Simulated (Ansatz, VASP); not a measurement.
## BaTe in VASP and in Ansatz

```
CELL_PARAMETERS angstrom
5.97218 0.00000 0.00000
-2.98609 5.17206 0.00000
0.00000 0.00000 7.00369
ATOMIC_POSITIONS crystal
Ba 0.33333 0.66667 0.93750
Ba 0.66667 0.33333 0.43750
Te 0.33333 0.66667 0.43750
Te 0.66667 0.33333 0.93750
```

Alike in both runs: task single point; functional HSE06; k mesh 3 × 3 × 2; no spin polarisation.

|  | VASP | Ansatz |
| --- | --- | --- |
| version | VASP 6.6.1 | Ansatz 0.2.0 |
| potentials or method | VASP PAW PBE potentials, release 64 (Ba_sv, Te) | plane waves, PAW |
| plane-wave cutoff (eV) | 520 | 420 |
| occupations | gaussian, width 0.01 eV | fixed |
| valence electrons in the cell | 32 | 52 |

```tsv
	VASP	Ansatz	Ansatz less VASP
gap on the k mesh at the Fermi level (eV)	2.64	2.68	+0.047
pressure (GPa)	0.1	-0.1	-0.17
traceless stress, the component that is largest in VASP (GPa)	0.34	0.28	-0.058
```

VASP's potentials hold 32 valence electrons a cell and Ansatz's 52, so a difference there can come from the potentials and not from the codes. Ansatz's warnings: stress exchange threshold loose, stress scf threshold loose.

The k mesh is coarse, so the values compare programs but aren't converged. Neither program's run includes spin-orbit coupling.
